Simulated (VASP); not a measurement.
A run of VASP 6.6.1 is set up as follows.

INCAR

```
SYSTEM = Pb
PREC = Accurate
ENCUT = 520
EDIFF = 1E-6
ISMEAR = -1
SIGMA = 0.05
LREAL = .False.
LASPH = .True.
NELM = 100
ALGO = Fast
ISIF = 2
LWAVE = .False.
LCHARG = .False.
NBANDS = 21
```

Contents of KPOINTS:

```
Automatic mesh
0
Gamma
  9 9 5
  0 0 0
```

File POSCAR:

```
Pb
1.0
    3.5482526220      0.0000000000      0.0000000000
   -1.7741263110      3.0728769098      0.0000000000
    0.0000000000      0.0000000000      5.6996356773
Pb
2
Direct
    0.6666666667      0.3333333333      0.7500000000
    0.3333333333      0.6666666667      0.2500000000
```

Potentials or basis: VASP PAW LDA potentials, release 64 (Pb_d).

Run with:

```console
$ cat potpaw_LDA.64/Pb_d/POTCAR > POTCAR
$ mpirun -np 1 vasp_std > vasp.out
```

Problem. What does it give for the pressure?

Solution. -2.9 GPa.

Problem. What does it give for the band gap on the k mesh?

Solution. Zero (band 14 reaches 12.07 eV, above the bottom of band 15 at 4.86 eV).

Stress tensor (GPa, compression positive):
```
-3.70  0.00  0.00
 0.00 -3.70  0.00
 0.00  0.00 -1.32
```

Caveat: spin-orbit coupling is left out, which moves the levels of the heavy elements.
